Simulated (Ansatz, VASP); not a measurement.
## WBrF4: VASP beside Ansatz

```
W Br F
1.0
     0.00000    3.20818    3.20818
     3.20818    0.00000    3.20818
     3.20818    3.20818    0.00000
W Br F
1 1 4
Cartesian
  0.0000 0.0000 0.0000
  4.8123 4.8123 4.8123
  4.0177 2.3986 4.0177
  2.3986 4.0177 4.0177
  4.0177 4.0177 2.3986
  2.3986 2.3986 2.3986
```

Change from the starting cell: species swapped into the YbNi4Au type (F-43m, No. 216).

Alike in both runs: functional PBE; k mesh 6 × 6 × 6; occupations gaussian, width 0.1 eV; collinear spin.

Ansatz relaxed the structure, and its values are those at the end. VASP's run is a single point on that final structure, the one shown.

|  | VASP | Ansatz |
| --- | --- | --- |
| version | VASP 6.6.1 | Ansatz 0.2.0 |
| potentials or method | VASP PAW PBE potentials, release 64 (W_sv, Br, F), cutoff 520 eV | scalar-relativistic, plane waves, PAW |
| valence electrons in the cell | 49 | 49 |

Ansatz gave:

| Property | Result |
| --- | --- |
| gap on the k mesh at the Fermi level (eV) | none |
| pressure (GPa) | -0.1 |
| net moment per atom (μB) | 0.17 |
| size of the moment on the site where the two differ most (μB) | 1.05 |

Problem. Which values does VASP return?

Solution. gap on the k mesh at the Fermi level (eV): none; pressure (GPa): -0.2; net moment per atom (μB): 0.17; size of the moment on the site where the two differ most (μB): 1.17.

Site moments also hang on the region over which each program counts them. A gap of «none» marks a metal or a gap that the smearing closes.

Spin-orbit coupling is off throughout.
